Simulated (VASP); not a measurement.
Here is a VASP 6.6.1 calculation.

POSCAR

```
NbSi
1.0
    3.1564400000      0.0000000000      0.0000000000
    0.0000000000      3.1564400000      0.0000000000
    0.0000000000      0.0000000000      3.1564400000
Nb Si
1 1
Direct
    0.0000000000      0.0000000000      0.0000000000
    0.5000000000      0.5000000000      0.5000000000
```

Contents of INCAR.step1:

```
PREC     = Accurate       # precision mode
ENCUT    = 400            # plane-wave cutoff, eV
EDIFF    = 1E-5           # SCF threshold, eV
ISMEAR   = -1             # smearing method
SIGMA    = 0.05           # smearing width, eV
LREAL    = False          # projectors in reciprocal space
LASPH    = True           # aspherical terms in the spheres
NELM     = 120            # most SCF steps
ALGO     = Normal         # electronic algorithm
ISIF     = 2              # what is computed and relaxed
LWAVE    = True           # write WAVECAR
NBANDS   = 16             # bands
GGA      = PE             # functional
GGA_COMPAT= False
```

File INCAR.step2:

```
PREC     = Accurate       # precision mode
ENCUT    = 400            # plane-wave cutoff, eV
EDIFF    = 1E-6           # SCF threshold, eV
ISMEAR   = -1             # smearing method
SIGMA    = 0.05           # smearing width, eV
LREAL    = False          # projectors in reciprocal space
LASPH    = True           # aspherical terms in the spheres
NELM     = 120            # most SCF steps
ALGO     = Normal         # electronic algorithm
ISIF     = 2              # what is computed and relaxed
LWAVE    = False          # write WAVECAR
LCHARG   = True           # write CHGCAR
GGA      = PE             # functional
LHFCALC  = True           # exact exchange
AEXX     = 0.15           # exact-exchange fraction
PRECFOCK = Normal       
LELF     = True           # ELF
LVHAR    = True         
NBANDS   = 16             # bands
ISTART   = 1            
GGA_COMPAT= False
```

The input KPOINTS:

```
Automatic mesh
0
Gamma
  5 5 5
```

Potentials or basis: VASP PAW PBE potentials, release 64 (Nb_sv, Si).

Command:

```sh
$ cat potpaw_PBE.64/Nb_sv/POTCAR potpaw_PBE.64/Si/POTCAR > POTCAR
$ cp INCAR.step1 INCAR
$ mpirun -np 1 vasp_std > vasp.out
$ cp INCAR.step2 INCAR
$ mpirun -np 1 vasp_std > vasp.out
```

(1) Estimate the pressure.

(2) Predict the band gap on the k mesh.

Results:

(1) -4.2 GPa.

(2) zero (an odd number of electrons rules out a gap without spin polarisation).

Caveat: the k points lie up to 0.40 Å⁻¹ apart, too coarse for converged energies and pressures of a metal; the PAW data sets were made with another functional, which shifts forces and pressure a little.
